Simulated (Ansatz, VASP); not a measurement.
**One calculation of Re, two programs**

```
CELL_PARAMETERS angstrom
-1.55693 1.55693 1.55693
1.55693 -1.55693 1.55693
1.55693 1.55693 -1.55693
ATOMIC_POSITIONS crystal
Re 0.00000 0.00000 0.00000
```

Alike in both runs: functional PBE; k mesh 19 × 19 × 19; occupations fermi-dirac, width 0.05 eV; no spin polarisation.

Ansatz relaxed the structure, and its values are those at the end. VASP's run is a single point on that final structure, the one shown.

|  | VASP | Ansatz |
| --- | --- | --- |
| version | VASP 6.6.1 | Ansatz 0.2.0 |
| potentials or method | VASP PAW PBE potentials, release 64 (Re) | PAW with Ansatz's default frozen-core files, scalar-relativistic |
| plane-wave cutoff (eV) | 520 | 420 |
| valence electrons in the cell | 7 | 15 |

|  | VASP | Ansatz | Ansatz less VASP |
| --- | --- | --- | --- |
| pressure (GPa) | -0.5 | 0.0 | +0.52 |

With one functional, cell and mesh, what is left measures potentials, basis and numerics. VASP's potentials hold 7 valence electrons a cell and Ansatz's 15, so a difference there can come from the potentials and not from the codes.

Spin-orbit coupling is off throughout.
